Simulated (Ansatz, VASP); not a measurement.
## Ni3Ge: VASP beside Ansatz

Contents of INCAR:

```
SYSTEM = Ni3Ge
  PREC = Accurate
  ENCUT = 600
  EDIFF = 1E-6
  ISMEAR = -1
  SIGMA = 0.05
  LREAL = .False.
  LASPH = .True.
  NELM = 120
  ALGO = Normal
  ISIF = 2
  LWAVE = .False.
  LCHARG = .False.
  NBANDS = 30
  GGA_COMPAT = .False.
```

File KPOINTS:

```
Automatic mesh
0
Gamma
  8 8 8
  0 0 0
```

POSCAR

```
Ni3Ge
1.0
    3.7515397906      0.0000000000      0.0000000000
    0.0000000000      3.7515397906      0.0000000000
    0.0000000000      0.0000000000      3.7515397906
Ni Ge
3 1
Direct
    0.5000000000      0.0000000000      0.5000000000
    0.0000000000      0.5000000000      0.5000000000
    0.5000000000      0.5000000000      0.0000000000
    0.0000000000      0.0000000000      0.0000000000
```

Input for Ansatz:

```yaml
crystal:
  lattice:
    - [3.7515397906, 0.0, 0.0]
    - [0.0, 3.7515397906, 0.0]
    - [0.0, 0.0, 3.7515397906]
  atoms:
    - { symbol: Ni, position: [0.5, 0.0, 0.5] }
    - { symbol: Ni, position: [0.0, 0.5, 0.5] }
    - { symbol: Ni, position: [0.5, 0.5, 0.0] }
    - { symbol: Ge, position: [0.0, 0.0, 0.0] }
kpoints:
  mp_grid: { grid: [8, 8, 8] }
scf:
  occupations: { method: fermi_dirac, width: 0.05 }
  lower_state_search: "off"
hamiltonian:
  xc: lda
  pseudopotentials: { kind: paw }
output:
  forces: true
  stress: true
  eigenvalues: true
```

Change from the starting cell: volume scaled by 1.2, no spin polarisation, PAW files.

Alike in both runs: task single point; functional LDA; k mesh 8 × 8 × 8; occupations fermi-dirac, width 0.05 eV; no spin polarisation.

```csv
,VASP,Ansatz
version,VASP 6.6.1,Ansatz 0.2.0
potentials or method,"VASP PAW LDA potentials, release 64 (Ni, Ge_d)","PAW with Ansatz's default frozen-core files, scalar-relativistic"
plane-wave cutoff (eV),600,420
valence electrons in the cell,44,68
```

|  | VASP | Ansatz | Ansatz less VASP |
| --- | --- | --- | --- |
| pressure (GPa) | -30.0 | -30.4 | -0.45 |

LDA's correlation is that of Perdew and Zunger in VASP and of Perdew and Wang (1992) in Ansatz. Both programs put the cell under strong tension, so it lies far from rest at this level. VASP's potentials hold 44 valence electrons a cell and Ansatz's 68, so a difference there can come from the potentials and not from the codes.
